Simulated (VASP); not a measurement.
Wanted: the native input for a VASP 6.6.1 run.

| Property | Result |
| --- | --- |
| Task | single point |
| Functional | PBEsol |
| Potentials or basis | VASP PAW PBE potentials, release 64 (Ti_sv, O) |
| Cutoff | 520 eV |
| k mesh | 6 × 6 × 10 |
| Occupations | gaussian, width 0.05 eV |
| Spin | no spin polarisation |
| Dipole correction | no |
| Further INCAR settings | ALGO = Normal; EDIFF = 1e-06; NBANDS = 33 |

The structure of TiO2 lies in POSCAR:

```
TiO2
1.0
    4.5912476203      0.0000000000      0.0000000000
    0.0000000000      4.5912476203      0.0000000000
    0.0000000000      0.0000000000      2.9389940195
Ti O
2 4
Direct
    0.0050347814     -0.0050347814     -0.0128726454
    0.5000000000      0.5000000000      0.5000000000
    0.3044387440      0.3044387440      0.0000000000
    0.1955612560      0.8044387440      0.5000000000
    0.6955612560      0.6955612560      0.0000000000
    0.8044387440      0.1955612560      0.5000000000
```

This cell differs from its parent crystal: atom 1 (Ti) moved +0.050 Å towards its neighbour atom 4 (O) at 1.942 Å.

One way to write it, as run:

INCAR

```
SYSTEM = TiO2
  PREC = Accurate
  ENCUT = 520
  EDIFF = 1E-6
  ISMEAR = 0
  SIGMA = 0.05
  LREAL = .FALSE.
  LASPH = .TRUE.
  NELM = 100
  ALGO = Normal
  ISIF = 2
  LWAVE = .FALSE.
  LCHARG = .TRUE.
  GGA = PS
  LELF = .TRUE.
  LVHAR = .TRUE.
  NBANDS = 33
```

KPOINTS

```
regular mesh
0
G
  6 6 10
  0 0 0
```

Potentials or basis: VASP PAW PBE potentials, release 64 (Ti_sv, O).

Command:

```bash
$ cat potpaw_PBE.64/Ti_sv/POTCAR potpaw_PBE.64/O/POTCAR > POTCAR
$ mpirun -np 1 vasp_std > vasp.out
```

Results of the run:

| Item | Value |
| --- | --- |
| Pressure | 0.8 GPa |
| Largest force | 0.706 eV/Å |
| Band gap on the k mesh | 1.84 eV |

Caveat: the cell differs from its parent crystal (atom 1 (Ti) moved +0.050 Å towards its neighbour atom 4 (O) at 1.942 Å); the PAW data sets were made with another functional, which shifts forces and pressure a little.

It took 4.5 min on 1 thread of Intel Xeon 8259CL, with other jobs on the host, peak memory 0.3 GiB.
